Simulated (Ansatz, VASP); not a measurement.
## ZrC: VASP beside Ansatz

```
Zr C
1.0
     3.83799    0.00000    0.00000
     0.00000    4.86248    0.00000
     0.00000    0.00000    3.74268
Zr C
2 2
Cartesian
  0.0000 0.0000 0.6087
  1.9190 2.4312 3.1339
  0.0000 0.0000 2.4710
  1.9190 2.4312 1.2717
```

Alike in both runs: task single point; functional PBE; k mesh 4 × 4 × 4; occupations gaussian, width 0.1 eV; no spin polarisation.

|  | VASP | Ansatz |
| --- | --- | --- |
| version | VASP 6.6.1 | Ansatz 0.2.0 |
| potentials or method | VASP PAW PBE potentials, release 64 (Zr_sv, C), cutoff 520 eV | scalar-relativistic, plane waves, PAW |
| valence electrons in the cell | 32 | 32 |

Ansatz gave:

* gap on the k mesh at the Fermi level (eV): none
* pressure (GPa): 21.8
* traceless stress, the component that is largest in VASP (GPa): 68.12
* rms of the force components (eV/Å): 1.043

Q: What did VASP give for the same quantities?

A: gap on the k mesh at the Fermi level (eV): none; pressure (GPa): 21.9; traceless stress, the component that is largest in VASP (GPa): 68.42; rms of the force components (eV/Å): 1.045.

Atom by atom the forces differ by 0.005 eV/Å (rms over components). A gap of «none» marks a metal or a gap that the smearing closes. The functional is the same, so the differences come from potentials, cutoffs and numerics.

The k mesh is coarse, so the values compare programs but aren't converged.
